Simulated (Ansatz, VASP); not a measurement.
**Al: VASP beside Ansatz**

Contents of INCAR:

```
SYSTEM = Al
PREC = Accurate
ENCUT = 520
EDIFF = 1E-6
ISMEAR = 0
SIGMA = 0.15
LREAL = .FALSE.
LASPH = .TRUE.
NELM = 80
ALGO = Normal
ISIF = 2
LWAVE = .FALSE.
LCHARG = .FALSE.
GGA = PE
IVDW = 12
NBANDS = 14
```

The input KPOINTS:

```
Automatic mesh
0
G
  18 18 4
  0 0 0
```

The input POSCAR:

```
Al
1.0
    2.8538000000      0.0000000000      0.0000000000
   -1.4269000000      2.4714632973      0.0000000000
    0.0000000000      0.0000000000     10.8379000000
Al
4
Direct
    0.0000000000      0.0000000000      0.0000000000
    0.3333333333      0.6666666667      0.2500000000
    0.0000000000      0.0000000000      0.5000000000
    0.6666666667      0.3333333333      0.7500000000
```

Input for Ansatz:

```yaml
crystal:
  lattice:
    - [2.8538, 0.0, 0.0]
    - [-1.4269, 2.4714632973, 0.0]
    - [0.0, 0.0, 10.8379]
  atoms:
    - { symbol: Al, position: [0.0, 0.0, 0.0] }
    - { symbol: Al, position: [0.3333333333, 0.6666666667, 0.25] }
    - { symbol: Al, position: [0.0, 0.0, 0.5] }
    - { symbol: Al, position: [0.6666666667, 0.3333333333, 0.75] }
basis:
  ecutwfc: 420
kpoints:
  mp_grid: { grid: [18, 18, 4] }
hamiltonian:
  xc: pbe
  pseudopotentials: { kind: paw, azcp: { folder: soft_1 } }
  dispersion: d3bj
scf:
  occupations: { method: gaussian, width: 0.15 }
output:
  forces: true
  stress: true
  eigenvalues: true
  write_density: true
  write_potential: true
  elf: true
  volumetric_format: npy
```

Alike in both runs: task single point; functional PBE; dispersion D3(BJ); k mesh 18 × 18 × 4; occupations gaussian, width 0.15 eV; no spin polarisation.

|  | VASP | Ansatz |
| --- | --- | --- |
| version | VASP 6.6.1 | Ansatz 0.2.0 |
| potentials or method | VASP PAW PBE potentials, release 64 (Al), cutoff 520 eV | scalar-relativistic, plane waves, PAW |
| valence electrons in the cell | 12 | 12 |

Ansatz gave:

```
gap on the k mesh at the Fermi level (eV)                     : none
pressure (GPa)                                                : -8.9
traceless stress, the component that is largest in VASP (GPa) : -2.98
```

Problem. Which values does VASP return?

Solution. gap on the k mesh at the Fermi level (eV): none; pressure (GPa): -8.9; traceless stress, the component that is largest in VASP (GPa): -2.97.

A gap of «none» marks a metal or a gap that the smearing closes.
